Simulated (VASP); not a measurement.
# TiH5 (P1) in VASP: notebook, part 2 of 2

VASP 6.6.1. The steps go on from the part before.

**3. Single point, PBE**

This run uses another cell than the first one, of 7.94 Å³/atom.

Contents of INCAR:

```
SYSTEM = TiH5
PREC = Accurate
ENCUT = 520
EDIFF = 1E-6
ISMEAR = 0
SIGMA = 0.1
LREAL = .FALSE.
LASPH = .TRUE.
NELM = 80
ALGO = Normal
ISIF = 2
LWAVE = .FALSE.
LCHARG = .FALSE.
GGA = PE
NBANDS = 18
```

Contents of KPOINTS:

```
Automatic mesh
0
G
  12 12 6
  0 0 0
```

Contents of POSCAR:

```
TiH5
1.0
    3.0709822597     -0.0112639875      0.0016701350
   -1.5315619270      2.6613915710     -0.0034191678
   -1.1363190255     -0.9182308788      5.8442225374
Ti H
1 5
Direct
    0.1529121544      0.9027842955      0.0797242725
    0.5231926915      0.5953221667      0.1498433014
    0.7422770995      0.1860171873      0.9368881249
    0.9120305740      0.3019030350      0.2566402133
    0.8970399612      0.8649874592      0.7498798576
    0.0448527295      0.7133234462      0.7475614202
```

Potentials or basis: VASP PAW PBE potentials, release 64 (Ti_sv, H).

Command:

```
$ cat potpaw_PBE.64/Ti_sv/POTCAR potpaw_PBE.64/H/POTCAR > POTCAR
$ mpirun -np 1 vasp_std > vasp.out
```

OUTCAR:

```text
SYSTEM = TiH5
   PREC = Accurate
   ENCUT = 520
   EDIFF = 1E-6
   ISMEAR = 0
   LREAL = .FALSE.
   LASPH = .TRUE.
   NELM = 80
   ISIF = 2
   GGA = PE

 ion  position               nearest neighbor table
   1  0.153  0.903  0.080-   2 1.81   2 1.82   2 1.82
   2  0.523  0.595  0.150-   1 1.81   1 1.82   1 1.82
   3  0.742  0.186  0.937-
   4  0.912  0.302  0.257-
   5  0.897  0.865  0.750-   6 0.80
   6  0.045  0.713  0.748-   5 0.80

  LATTYP: Found a triclinic cell.
 ALAT       =     5.3115274821
 B/A-ratio  =     2.4460867688
 C/A-ratio  =     2.4870294798
 COS(alpha) =     0.0085450139
 COS(beta)  =     0.4627381076
 COS(gamma) =     0.8888735998

  Lattice vectors:

 A1 = (  -0.0078584057,  -5.3115191545,   0.0051682006)
 A2 = (  -1.1520358369, -11.5412691878,   5.8545589386)
 A3 = (   0.7253593126,  -6.1251849804, -11.6815278414)

Analysis of symmetry for initial positions (statically):
=====================================================================
 Subroutine PRICEL returns:
 Original cell was already a primitive cell.
[... 182 lines left out ...]
 fundamental gap:      0.0031363169
 Fermi energy:         3.3030005822

 k-point     1 :       0.0000    0.0000    0.0000
  band No.  band energies     occupation
      1     -54.4105      2.00000
      2     -30.8437      2.00000
      3     -30.4470      2.00000
      4     -30.4435      2.00000
      5      -7.9692      2.00000
      6      -5.5802      2.00000
[... 481 lines left out ...]
      5      -5.5862      2.00000
      6      -3.2496      2.00000
[... 10 lines left out ...]
     17      12.4013      0.00000
     18      12.8144      0.00000

 [... further k-points ...]

------------------------ aborting loop because EDIFF is reached ----------------------------------------

  FORCE on cell =-STRESS in cart. coord.  units (eV):
  Direction    XX          YY          ZZ          XY          YZ          ZX
  --------------------------------------------------------------------------------------
  -------------------------------------------------------------------------------------
  Total       -0.0340855     -0.0328271     -0.0408170     -0.0000088     -0.0033975      0.0047820
  in kB       -1.1457916     -1.1034918     -1.3720738     -0.0002949     -0.1142062      0.1607483
  external PRESSURE =      -1.2071190 kB  Pullay stress =       0.0000000 kB

 VOLUME and BASIS-vectors are now :
 -----------------------------------------------------------------------------
  energy-cutoff  :      520.00
  volume of cell :       47.66
      direct lattice vectors                 reciprocal lattice vectors
     3.070982260 -0.011263987  0.001670135     0.326267272  0.187877789  0.092956572
    -1.531561927  2.661391571 -0.003419168     0.001348986  0.376595941  0.059432183
    -1.136319025 -0.918230879  5.844222537    -0.000092450  0.000166637  0.171117365

 POSITION                                       TOTAL-FORCE (eV/Angst)
 -----------------------------------------------------------------------------------
     -1.00367      2.32773      0.46310        -0.000563      0.001717     -0.003385
      0.52467      1.44090      0.87456        -0.000288     -0.001023      0.003610
      0.93002     -0.37358      5.47599         0.001906     -0.001152     -0.000149
      2.04682      0.55755      1.50035         0.000582     -0.000535      0.005633
      0.57791      1.60340      4.38101         0.000161      0.000720     -0.002836
     -1.80423      1.21149      4.36655        -0.001798      0.000273     -0.002872
 -----------------------------------------------------------------------------------
    total drift:                               -0.000069     -0.000100      0.000050

  FREE ENERGIE OF THE ION-ELECTRON SYSTEM (eV)
  ---------------------------------------------------
  free  energy   TOTEN  =       -24.9269352397 eV

  energy  without entropy=      -24.9157252155  energy(sigma->0) =      -24.92133023
```

Run time: 7.2 min. Hardware: 1 thread of Intel Xeon 8259CL, shared host; peak memory 0.44 GiB.

What came out:

```yaml
Free_energy: -24.9269 eV
Pressure: -0.1 GPa
Largest_force: 0.006 eV/Å
Band_gap_on_the_k_mesh: zero (an odd number of electrons rules out a gap without spin polarisation)
```

Forces in eV/Å, atoms in the order of the input:
```
Ti  -0.001  0.002 -0.003
H    0.000 -0.001  0.004
H    0.002 -0.001  0.000
H    0.001 -0.001  0.006
H    0.000  0.001 -0.003
H   -0.002  0.000 -0.003
```

Levels at points of the mesh, in eV from the Fermi level:
| k point | band 4 | band 5 | band 6 | band 7 | band 8 | band 9 | band 10 | band 11 | band 12 | band 13 |
| --- | --- | --- | --- | --- | --- | --- | --- | --- | --- | --- |
| (0.00, 0.00, 0.00) | -33.75 | -11.27 | -8.88 | -3.77 | -0.42 | -0.39 | 0.22 | 0.95 | 1.09 | 2.45 |
| (0.50, 0.00, 0.00) | -33.83 | -8.84 | -6.22 | -6.04 | -4.35 | 0.40 | 0.76 | 2.04 | 2.51 | 3.89 |
| (0.00, 0.50, 0.00) | -33.83 | -8.85 | -6.24 | -6.07 | -4.24 | 0.37 | 0.74 | 2.04 | 2.44 | 3.85 |
| (0.50, 0.50, 0.00) | -33.83 | -8.53 | -6.40 | -6.06 | -4.50 | 0.54 | 0.70 | 2.03 | 2.06 | 3.06 |
| (0.00, 0.00, 0.50) | -33.75 | -11.11 | -9.22 | -3.27 | -0.48 | -0.41 | -0.39 | 0.95 | 1.09 | 2.87 |
| (0.50, 0.00, 0.50) | -33.83 | -8.84 | -6.24 | -6.07 | -4.24 | 0.36 | 0.68 | 2.04 | 2.50 | 3.81 |
| (0.00, 0.50, 0.50) | -33.83 | -8.83 | -6.23 | -6.04 | -4.36 | 0.40 | 0.70 | 2.04 | 2.56 | 3.95 |
| (0.50, 0.50, 0.50) | -33.83 | -8.49 | -6.38 | -6.04 | -4.67 | 0.55 | 0.61 | 2.03 | 2.56 | 2.82 |
